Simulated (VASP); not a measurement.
# CuO (P6_3mc) in VASP: settings compared

The runs below take CuO through single point, with PBEsol, RPBE.

Everything below comes from runs of VASP 6.6.1. Logs are shortened: lines on timing, memory, paths and dates and some standing lists are left out, and cuts for length are marked.

## 1. The cell of the first run

Symmetry: P6_3mc, No. 186, hexagonal system. Conventional cell: a = 3.288 Å, b = 3.288 Å, c = 5.385 Å, α = 90.00°, β = 90.00°, γ = 120.00°. Within 2.7 Å of Cu (site symmetry 3m) lie 4 O at 2.01 to 2.02 Å. O (site symmetry 3m) has 4 Cu at 2.01 to 2.02 Å within 2.7 Å.

## 2. Single point, PBEsol

Contents of INCAR:

```
PREC = Accurate ; ENCUT = 520
EDIFF = 1E-7 ; ISMEAR = -1
SIGMA = 0.05 ; LREAL = False
LASPH = True ; NELM = 80
ALGO = Normal ; ISIF = 2
LWAVE = False ; LCHARG = False
GGA = PS ; NBANDS = 25
```

Contents of KPOINTS:

```
regular mesh
0
Gamma
  9 9 5
```

Contents of POSCAR:

```
CuO
1.0
    3.2880244300      0.0000000000      0.0000000000
   -1.6440122100      2.8475126800      0.0000000000
    0.0000000000      0.0000000000      5.3850248600
Cu O
2 2
Direct
    0.6666666667      0.3333333333      0.0000000000
    0.3333333333      0.6666666667      0.5000000000
    0.6666666667      0.3333333333      0.6252000000
    0.3333333333      0.6666666667      0.1252000000
```

Potentials or basis: VASP PAW PBE potentials, release 64 (Cu, O).

Started as:

```bash
cat potpaw_PBE.64/Cu/POTCAR potpaw_PBE.64/O/POTCAR > POTCAR
mpirun -np 1 vasp_std > vasp.out
```

OUTCAR:

```text
PREC = Accurate
   ENCUT = 520
   EDIFF = 1E-7
   ISMEAR = -1
   LREAL = False
   LASPH = True
   NELM = 80
   ISIF = 2
   GGA = PS

 ion  position               nearest neighbor table
   1  0.667  0.333  0.000-   4 2.01   4 2.01   4 2.01   3 2.02
   2  0.333  0.667  0.500-   3 2.01   3 2.01   3 2.01   4 2.02
   3  0.667  0.333  0.625-   2 2.01   2 2.01   2 2.01   1 2.02
   4  0.333  0.667  0.125-   1 2.01   1 2.01   1 2.01   2 2.02

  LATTYP: Found a hexagonal cell.
 ALAT       =     3.2880244300
 C/A-ratio  =     1.6377691148

  Lattice vectors:

 A1 = (   3.2880244300,   0.0000000000,   0.0000000000)
 A2 = (  -1.6440122100,   2.8475126800,   0.0000000000)
 A3 = (   0.0000000000,   0.0000000000,   5.3850248600)

Analysis of symmetry for initial positions (statically):
=====================================================================
 Subroutine PRICEL returns:
 Original cell was already a primitive cell.

 Routine SETGRP: Setting up the symmetry group for a
 hexagonal supercell.

 Subroutine GETGRP returns: Found 12 space group operations
 (whereof  6 operations were pure point group operations)
 out of a pool of 24 trial point group operations.

The static configuration has the point symmetry C_3v.
 The point group associated with its full space group is C_6v.

Analysis of symmetry for dynamics (positions and initial velocities):
=====================================================================
 Subroutine PRICEL returns:
 Original cell was already a primitive cell.

 Routine SETGRP: Setting up the symmetry group for a
 hexagonal supercell.

 Subroutine GETGRP returns: Found 12 space group operations
 (whereof  6 operations were pure point group operations)
 out of a pool of 24 trial point group operations.

The dynamic configuration has the point symmetry C_3v.
 The point group associated with its full space group is C_6v.

 Subroutine INISYM returns: Found 12 space group operations
 (whereof  6 operations are pure point group operations),
 and found     1 'primitive' translations

----------------------------------------------------------------------------------------

                                     Primitive cell

  volume of cell :      50.4183

  direct lattice vectors                    reciprocal lattice vectors
     3.288024430  0.000000000  0.000000000     0.304133993  0.175591843  0.000000000
    -1.644012210  2.847512680  0.000000000     0.000000000  0.351183686  0.000000000
     0.000000000  0.000000000  5.385024860     0.000000000  0.000000000  0.185700164

  length of vectors
     3.288024430  3.288024423  5.385024860     0.351183686  0.351183686  0.185700164

  position of ions in fractional coordinates (direct lattice)
     0.666666667  0.333333333  0.000000000
     0.333333333  0.666666667  0.500000000
     0.666666667  0.333333333  0.625200000
     0.333333333  0.666666667  0.125200000

  ion indices of the primitive-cell ions
   primitive index   ion index
                 1           1
                 2           2
                 3           3
                 4           4

----------------------------------------------------------------------------------------

 KPOINTS: regular mesh

Automatic generation of k-mesh.
 Grid dimensions read from file:
 generate k-points for:    9    9    5

 Generating k-lattice:

  Cartesian coordinates                     Fractional coordinates (reciprocal lattice)
     0.033792666  0.019510205  0.000000000     0.111111111 -0.000000000  0.000000000
     0.000000000  0.039020410  0.000000000     0.000000000  0.111111111  0.000000000
     0.000000000  0.000000000  0.037140033     0.000000000  0.000000000  0.200000000

  Length of vectors
     0.039020410  0.039020410  0.037140033

  Shift w.r.t. Gamma in fractional coordinates (k-lattice)
     0.000000000  0.000000000  0.000000000

 Subroutine IBZKPT returns following result:
 ===========================================

 Found     36 irreducible k-points:

 Following reciprocal coordinates:
            Coordinates               Weight
  0.000000  0.000000  0.000000      1.000000
  0.111111  0.000000  0.000000      6.000000
  0.222222  0.000000  0.000000      6.000000
  0.333333  0.000000  0.000000      6.000000
  0.444444  0.000000  0.000000      6.000000
  0.111111  0.111111  0.000000      6.000000
[... 16 lines left out ...]
  0.333333  0.222222  0.200000     24.000000
  0.333333  0.333333  0.200000      4.000000
 [... further k-points ...]
   k-points           NKPTS =     36   k-points in BZ     NKDIM =     36   number of bands    NBANDS=     25
   number of dos      NEDOS =    301   number of ions     NIONS =      4
   total plane-waves  NPLWV =  23040
   dimension x,y,z NGX =    24 NGY =   24 NGZ =   40
   dimension x,y,z NGXF=    48 NGYF=   48 NGZF=   80
   ions per type =               2   2
   NGX,Y,Z   is equivalent  to a cutoff of  12.13, 12.13, 12.35 a.u.
   NGXF,Y,Z  is equivalent  to a cutoff of  24.27, 24.27, 24.70 a.u.
 SYSTEM =  unknown system
   PREC   = accura    normal or accurate (medium, high low for compatibility)
   ISTART =      0    job   : 0-new  1-cont  2-samecut
   ICHARG =      2    charge: 1-file 2-atom 10-const
   ISPIN  =      1    spin polarized calculation?
   LNONCOLLINEAR =      F non collinear calculations
   LSORBIT =      F    spin-orbit coupling
   LASPH  =      T    aspherical Exc in radial PAW
   ENCUT  =  520.0 eV  38.22 Ry    6.18 a.u.   6.11  6.11 10.01*2*pi/ulx,y,z
   NELM   =     80;   NELMIN=  2; NELMDL= -5     # of ELM steps
   EDIFF  = 0.1E-06   stopping-criterion for ELM
   LREAL  =      F    real-space projection
   EDIFFG = 0.1E-05   stopping-criterion for IOM
   NSW    =      0    number of steps for IOM
   IBRION =     -1    ionic relax: 0-MD 1-quasi-New 2-CG
   NFREE  =      0    steps in history (QN), initial steepest desc. (CG)
   ISIF   =      2    stress and relaxation
   ISYM   =      2    0-nonsym 1-usesym 2-fastsym
   POTIM  = 0.5000    time-step for ionic-motion
   TEBEG  =    0.0;   TEEND  =   0.0 temperature during run
   PSTRESS=    0.0 pullay stress
   NELECT =      34.0000    total number of electrons
   NUPDOWN=      -1.0000    fix difference up-down
   EMIN   =  10.00;   EMAX   =-10.00  energy-range for DOS
   EFERMI =   0.00;   METHOD = LEGACY
   ISMEAR =    -1;   SIGMA  =   0.05  broadening in eV -4-tet -1-fermi 0-gaus
   EFERMI_NEDOS =   21; number of points for ismear=-14 and -15
   IALGO  =     38    algorithm
   IMIX   =      4    mixing-type and parameters
     AMIX     =   0.40;   BMIX     =  1.00
     AMIX_MAG =   1.60;   BMIX_MAG =  1.00
  volume/ion in A,a.u.               =      12.60        85.06
  Fermi-wavevector in a.u.,A,eV,Ry     =   1.435616  2.712921 28.041522  2.060994
  Thomas-Fermi vector in A             =   2.554895
   LORBIT       =      0    0 simple, 1 ext, 2 COOP (PROOUT), +10 PAW based schemes
   GGA     = PS    functional components
   LHFCALC =     F    Hartree Fock is set to
   AEXX    =    0.0000 exact exchange contribution
   IVDW    =     0    specifies the selected vdW correction
   LEPSILON=     F    determine dielectric tensor
   LRPA    =     F    only Hartree local field effects (RPA)
 non-spin polarized calculation
  energy-cutoff  :      520.00
  volume of cell :       50.42
 maximum number of plane-waves:      1371
   NGX = 13   NGY = 13   NGZ = 21

 number of electron      34.0000003 magnetization

 Free energy of the ion-electron system (eV)
  ---------------------------------------------------
  ext. energy  EPLUGINS =         0.00000000
  ---------------------------------------------------
  free energy    TOTEN  =       -20.49701624 eV

  energy without entropy =      -20.44642395  energy(sigma->0) =      -20.47172009

 E-fermi :   2.9099     XC(G=0): -10.8468

 val. band max:        2.8966773872   @ k =   0.1111   0.0000   0.2000
 cond. band min:       2.9131245143   @ k =   0.3333   0.1111   0.2000
 fundamental gap:      0.0164471271
 Fermi energy:         2.9098578240

 k-point     1 :       0.0000    0.0000    0.0000
  band No.  band energies     occupation
      1     -15.2849      2.00000
      2     -14.7244      2.00000
      3      -2.5146      2.00000
      4      -1.4252      2.00000
      5      -1.4252      2.00000
      6      -1.4103      2.00000
[... 17 lines left out ...]
     24      16.8497      0.00000
     25      17.3815      0.00000

 k-point     2 :       0.1111    0.0000    0.0000
  band No.  band energies     occupation
      1     -15.2294      2.00000
      2     -14.6985      2.00000
      3      -2.4029      2.00000
      4      -1.5916      2.00000
      5      -1.3948      2.00000
      6      -1.3794      2.00000
[... 17 lines left out ...]
     24      16.4885      0.00000
     25      17.1490      0.00000

 k-point     3 :       0.2222    0.0000    0.0000
  band No.  band energies     occupation
      1     -15.0818      2.00000
      2     -14.6370      2.00000
      3      -2.1427      2.00000
      4      -1.8894      2.00000
      5      -1.5480      2.00000
      6      -1.3199      2.00000
[... 17 lines left out ...]
     24      16.4030      0.00000
     25      16.4790      0.00000

 k-point     4 :       0.3333    0.0000    0.0000
  band No.  band energies     occupation
      1     -14.8964      2.00000
      2     -14.5780      2.00000
      3      -2.2614      2.00000
      4      -1.8616      2.00000
      5      -1.6419      2.00000
      6      -1.2437      2.00000
[... 17 lines left out ...]
     24      15.2810      0.00000
     25      16.4996      0.00000
[... 477 lines left out ...]
 k-point    22 :       0.2222    0.2222    0.2000
  band No.  band energies     occupation
      1     -14.7824      2.00000
      2     -14.5819      2.00000
      3      -2.2117      2.00000
      4      -2.0629      2.00000
      5      -1.4545      2.00000
      6      -1.3382      2.00000
[... 17 lines left out ...]
     24      14.1815      0.00000
     25      14.7667      0.00000

 k-point    23 :       0.3333    0.2222    0.2000
  band No.  band energies     occupation
      1     -14.6688      2.00000
      2     -14.5700      2.00000
      3      -2.1234      2.00000
      4      -2.0135      2.00000
      5      -1.4960      2.00000
      6      -1.4254      2.00000
[... 17 lines left out ...]
     24      13.7777      0.00000
     25      15.5195      0.00000

 k-point    24 :       0.3333    0.3333    0.2000
  band No.  band energies     occupation
      1     -14.5979      2.00000
      2     -14.5979      2.00000
      3      -1.8108      2.00000
      4      -1.8108      2.00000
      5      -1.7014      2.00000
      6      -1.6903      2.00000
[... 17 lines left out ...]
     24      12.9136      0.00000
     25      16.0489      0.00000

 [... further k-points ...]
[... 5 lines left out ...]
  --------------------------------------------------------------------------------------
  -------------------------------------------------------------------------------------
  Total       -4.7675892     -4.7675892     -4.3524908     -0.0000000     -0.0000000      0.0000000
  in kB     -151.5029166   -151.5029161   -138.3120536     -0.0000003     -0.0000000      0.0000000
  external PRESSURE =    -147.1059621 kB  Pullay stress =       0.0000000 kB

 VOLUME and BASIS-vectors are now :
 -----------------------------------------------------------------------------
  energy-cutoff  :      520.00
  volume of cell :       50.42
      direct lattice vectors                 reciprocal lattice vectors
     3.288024430  0.000000000  0.000000000     0.304133993  0.175591843  0.000000000
    -1.644012210  2.847512680  0.000000000     0.000000000  0.351183686  0.000000000
     0.000000000  0.000000000  5.385024860     0.000000000  0.000000000  0.185700164

 POSITION                                       TOTAL-FORCE (eV/Angst)
 -----------------------------------------------------------------------------------
      1.64401      0.94917      0.00000         0.000000      0.000000     -0.069406
      0.00000      1.89834      2.69251        -0.000000     -0.000000     -0.069406
      1.64401      0.94917      3.36672         0.000000     -0.000000      0.069406
      0.00000      1.89834      0.67421        -0.000000      0.000000      0.069406
 -----------------------------------------------------------------------------------
    total drift:                               -0.000000     -0.000000     -0.000481

  FREE ENERGIE OF THE ION-ELECTRON SYSTEM (eV)
  ---------------------------------------------------
  free  energy   TOTEN  =       -20.4970162362 eV

  energy  without entropy=      -20.4464239461  energy(sigma->0) =      -20.47172009
```

Run time: 17 s. Hardware: 1 thread of Intel Xeon 6975P-C (Granite Rapids), shared host; peak memory 0.18 GiB.

What came out:

- Free energy: -20.4970 eV
- Pressure: -14.7 GPa
- Largest force: 0.069 eV/Å
- Band gap on the k mesh: zero (band 17 reaches 3.65 eV, above the bottom of band 18 at 2.32 eV)

Forces on the atoms (eV/Å):
```
Cu   0.000  0.000 -0.069
Cu   0.000  0.000 -0.069
O    0.000  0.000  0.069
O    0.000  0.000  0.069
```

Stress tensor (GPa, compression positive):
```
-15.15   0.00   0.00
  0.00 -15.15   0.00
  0.00   0.00 -13.83
```

Caveat: the PAW data sets were made with another functional, which shifts forces and pressure a little; semilocal functionals often make such compounds metallic where correlation or magnetic order opens a gap, which also shifts bond lengths. With open d or f shells a metallic result of PBEsol can be an artefact of self-interaction; +U or a hybrid may open a gap.

## 3. Single point, RPBE

Contents of INCAR:

```
SYSTEM = CuO
PREC = Accurate
ENCUT = 520
EDIFF = 1E-6
ISMEAR = -1
SIGMA = 0.05
LREAL = .False.
LASPH = .True.
NELM = 100
ALGO = Normal
ISIF = 2
LWAVE = .False.
LCHARG = .False.
GGA = RP
NBANDS = 25
```

Contents of KPOINTS:

```
regular mesh
0
Gamma
  9 9 5
  0 0 0
```

POSCAR is that of step 2.

Potentials or basis: VASP PAW PBE potentials, release 64 (Cu, O).

Started as:

```bash
cat potpaw_PBE.64/Cu/POTCAR potpaw_PBE.64/O/POTCAR > POTCAR
mpirun -np 1 vasp_std > vasp.out
```

It took 16 s on 1 thread of Intel Xeon 6975P-C (Granite Rapids), shared host; peak memory 0.18 GiB.

Results (log left out):

- Free energy: -17.4127 eV
- Pressure: -4.2 GPa
- Largest force: 0.074 eV/Å
- Band gap on the k mesh: zero (band 17 reaches 4.01 eV, above the bottom of band 18 at 2.68 eV)

Forces on the atoms (eV/Å):
```
Cu   0.000  0.000 -0.074
Cu   0.000  0.000 -0.074
O    0.000  0.000  0.074
O    0.000  0.000  0.074
```

Stress tensor (GPa, compression positive):
```
-4.69  0.00  0.00
 0.00 -4.69  0.00
 0.00  0.00 -3.37
```

Levels at points of the mesh, in eV from the Fermi level:
| k point | band 13 | band 14 | band 15 | band 16 | band 17 | band 18 | band 19 | band 20 | band 21 | band 22 |
| --- | --- | --- | --- | --- | --- | --- | --- | --- | --- | --- |
| (0.00, 0.00, 0.00) | -1.59 | 0.02 | 0.02 | 0.63 | 0.74 | 0.74 | 1.06 | 5.77 | 7.85 | 13.60 |

Caveat: the PAW data sets were made with another functional, which shifts forces and pressure a little; semilocal functionals often make such compounds metallic where correlation or magnetic order opens a gap, which also shifts bond lengths. With open d or f shells a metallic result of RPBE can be an artefact of self-interaction; +U or a hybrid may open a gap.

## 4. Single point, PBEsol

This run uses another cell than the first one, of 12.86 Å³/atom, 1.020 times its volume.

Contents of INCAR:

```
SYSTEM = CuO
PREC     = Accurate       ! precision mode
ENCUT    = 520            ! plane-wave cutoff, eV
EDIFF    = 1E-6           ! SCF threshold, eV
ISMEAR   = -1             ! smearing method
SIGMA    = 0.05           ! smearing width, eV
LREAL    = .False.        ! projectors in reciprocal space
LASPH    = .True.         ! aspherical terms in the spheres
NELM     = 80             ! most SCF steps
ALGO     = Normal         ! electronic algorithm
ISIF     = 2              ! what is computed and relaxed
LWAVE    = .False.        ! write WAVECAR
LCHARG   = .False.        ! write CHGCAR
GGA      = PS             ! functional
NBANDS   = 25             ! bands
```

KPOINTS is that of step 3.

Contents of POSCAR:

```
CuO
1.0
    3.3098000608      0.0000000000      0.0000000000
   -1.6549000254      2.8663709294      0.0000000000
    0.0000000000      0.0000000000      5.4206883156
Cu O
2 2
Direct
    0.6666666667      0.3333333333      0.0000000000
    0.3333333333      0.6666666667      0.5000000000
    0.6666666667      0.3333333333      0.6252000000
    0.3333333333      0.6666666667      0.1252000000
```

Started as:

```bash
cat potpaw_PBE.64/Cu/POTCAR potpaw_PBE.64/O/POTCAR > POTCAR
mpirun -np 1 vasp_std > vasp.out
```

It took 24 s on 1 thread of Intel Xeon 6975P-C (Granite Rapids), shared host; peak memory 0.19 GiB.

It converged, with:

```yaml
Free_energy: -20.4007 eV
Pressure: -16.2 GPa
Largest_force: 0.062 eV/Å
Band_gap_on_the_k_mesh: zero (band 17 reaches 3.43 eV, above the bottom of band 18 at 2.13 eV)
```

Forces in eV/Å, atoms in the order of the input:
```
Cu   0.000  0.000 -0.062
Cu   0.000  0.000 -0.062
O    0.000  0.000  0.062
O    0.000  0.000  0.062
```

Stress tensor (GPa, compression positive):
```
-16.57   0.00   0.00
  0.00 -16.57   0.00
  0.00   0.00 -15.41
```

Levels at points of the mesh, in eV from the Fermi level:
| k point | band 14 | band 15 | band 16 | band 17 | band 18 | band 19 | band 20 | band 21 |
| --- | --- | --- | --- | --- | --- | --- | --- | --- |
| (0.00, 0.00, 0.00) | 0.03 | 0.03 | 0.62 | 0.72 | 0.72 | 0.85 | 5.50 | 7.56 |

Caveat: the PAW data sets were made with another functional, which shifts forces and pressure a little; semilocal functionals often make such compounds metallic where correlation or magnetic order opens a gap, which also shifts bond lengths. With open d or f shells a metallic result of PBEsol can be an artefact of self-interaction; +U or a hybrid may open a gap.

(Part 1 of 2 ends here.)
